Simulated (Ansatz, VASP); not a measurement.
## Rh: VASP beside Ansatz

Contents of INCAR:

```
SYSTEM = Rh
PREC = Accurate
ENCUT = 520
EDIFF = 1E-7
ISMEAR = 0
SIGMA = 0.1
LREAL = .False.
LASPH = .True.
NELM = 60
ALGO = Normal
ISIF = 2
LWAVE = .False.
LCHARG = .False.
LDIPOL = .True.
IDIPOL = 3
DIPOL = 0.5 0.5 0.500
GGA = PE
NBANDS = 30
```

File KPOINTS:

```
Automatic mesh
0
Gamma
  15 15 1
  0 0 0
```

Contents of POSCAR:

```
Rh
1.0
    2.7082034588      0.0000000000      0.0000000000
   -1.3541017294      2.3453729940      0.0000000000
    0.0000000000      0.0000000000     19.4224777292
Rh
3
Direct
    0.6666666667      0.3333333333      0.3861505264
    0.3333333333      0.6666666667      0.5000000000
    0.0000000000      0.0000000000      0.6138494736
```

Input for Ansatz:

```yaml
crystal:
  lattice:
    - [2.7082034588, 0.0, 0.0]
    - [-1.3541017294, 2.345372994, 0.0]
    - [0.0, 0.0, 19.4224777292]
  atoms:
    - { symbol: Rh, position: [0.6666666667, 0.3333333333, 0.3861505264] }
    - { symbol: Rh, position: [0.3333333333, 0.6666666667, 0.5] }
    - { symbol: Rh, position: [0.0, 0.0, 0.6138494736] }
basis:
  ecutwfc: 420
kpoints:
  mp_grid: { grid: [15, 15, 1] }
hamiltonian:
  xc: pbe
scf:
  occupations: { method: gaussian, width: 0.1 }
output:
  forces: true
  stress: true
  eigenvalues: true
  write_density: true
  write_potential: true
  elf: true
  volumetric_format: npy
efield:
  axis: 3
  dipole_correction: true
```

Alike in both runs: task single point; functional PBE; k mesh 15 × 15 × 1; occupations gaussian, width 0.1 eV; no spin polarisation.

|  | VASP | Ansatz |
| --- | --- | --- |
| version | VASP 6.6.1 | Ansatz 0.2.0 |
| potentials or method | VASP PAW PBE potentials, release 64 (Rh_pv), cutoff 520 eV | scalar-relativistic, plane waves, PAW |
| valence electrons in the cell | 45 | 51 |

|  | VASP | Ansatz | Ansatz less VASP |
| --- | --- | --- | --- |
| gap on the k mesh at the Fermi level (eV) | none | none | - |
| rms of the force components (eV/Å) | 0.228 | 0.229 | +0.0009 |

Atom by atom the forces differ by 0.001 eV/Å (rms over components). A gap of «none» marks a metal or a gap that the smearing closes. VASP's potentials hold 45 valence electrons a cell and Ansatz's 51, so a difference there can come from the potentials and not from the codes. Ansatz's warnings: xc potential rough in thin density.
